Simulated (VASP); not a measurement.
A run of VASP 6.6.1 is set up as follows.

Contents of INCAR:

```
SYSTEM = CdSe
PREC = Accurate
ENCUT = 520
EDIFF = 1E-8
ISMEAR = -1
SIGMA = 0.03
LREAL = .FALSE.
LASPH = .TRUE.
NELM = 60
ALGO = Normal
ISIF = 2
LWAVE = .FALSE.
LCHARG = .FALSE.
LEFG = .TRUE.
NBANDS = 16
```

KPOINTS

```
Automatic mesh
0
G
  8 8 8
  0 0 0
```

POSCAR

```
CdSe
1.0
   -0.0307027120      3.0549198426      3.0549198426
    3.0549198426     -0.0307027120      3.0549198426
    3.0549198426      3.0549198426     -0.0307027120
Cd Se
1 1
Direct
    0.0000000000      0.0000000000      0.0000000000
    0.2500000000      0.2500000000      0.2500000000
```

Potentials or basis: VASP PAW LDA potentials, release 64 (Cd, Se).

Command:

```sh
$ cat potpaw_LDA.64/Cd/POTCAR potpaw_LDA.64/Se/POTCAR > POTCAR
$ mpirun -np 1 vasp_std > vasp.out
```

(1) Estimate the pressure.

(2) What does it give for the band gap on the k mesh?

Answers

(1) -2.9 GPa.

(2) 0.29 eV, direct.

Caveat: the cell differs from its parent crystal (equal xy, yz and zx shear strains of -1 %); without QUAD_EFG the Cq values of the log hold for a quadrupole moment of 1 mb, not for the nuclei.
